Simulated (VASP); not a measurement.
A run of VASP 6.6.1 is set up as follows.

The input INCAR:

```
SYSTEM = Al3Au
PREC     = Accurate       ! precision mode
ENCUT    = 520            ! plane-wave cutoff, eV
EDIFF    = 1E-7           ! SCF threshold, eV
ISMEAR   = -1             ! smearing method
SIGMA    = 0.05           ! smearing width, eV
LREAL    = .False.        ! projectors in reciprocal space
LASPH    = .True.         ! aspherical terms in the spheres
NELM     = 80             ! most SCF steps
ALGO     = Fast           ! electronic algorithm
ISIF     = 2              ! what is computed and relaxed
LWAVE    = .False.        ! write WAVECAR
LCHARG   = .False.        ! write CHGCAR
NBANDS   = 18             ! bands
```

The input KPOINTS:

```
Automatic mesh
0
Gamma
  9 9 9
  0 0 0
```

POSCAR

```
Al3Au
1.0
   -2.0117397515      2.0117397515      4.0293736763
    2.0117397515     -2.0117397515      4.0293736763
    2.0117397515      2.0117397515     -4.0293736763
Au Al
1 3
Direct
    0.0000000000      0.0000000000      0.0000000000
    0.5000000000      0.5000000000      0.0000000000
    0.2500000000      0.7500000000      0.5000000000
    0.7500000000      0.2500000000      0.5000000000
```

Potentials or basis: VASP PAW LDA potentials, release 64 (Au, Al).

Launch:

```sh
$ cat potpaw_LDA.64/Au/POTCAR potpaw_LDA.64/Al/POTCAR > POTCAR
$ mpirun -np 1 vasp_std > vasp.out
```

Problem. What does it give for the band gap on the k mesh?

Solution. Zero (bands 10 and 11 overlap by 3.16 eV).

Problem. Estimate the pressure.

Solution. -3.0 GPa.

Stress tensor (GPa, compression positive):
```
-2.84  0.00  0.00
 0.00 -2.84  0.00
 0.00  0.00 -3.37
```

Caveat: the cell stands under tension; spin-orbit coupling is left out, which moves the levels of the heavy elements.
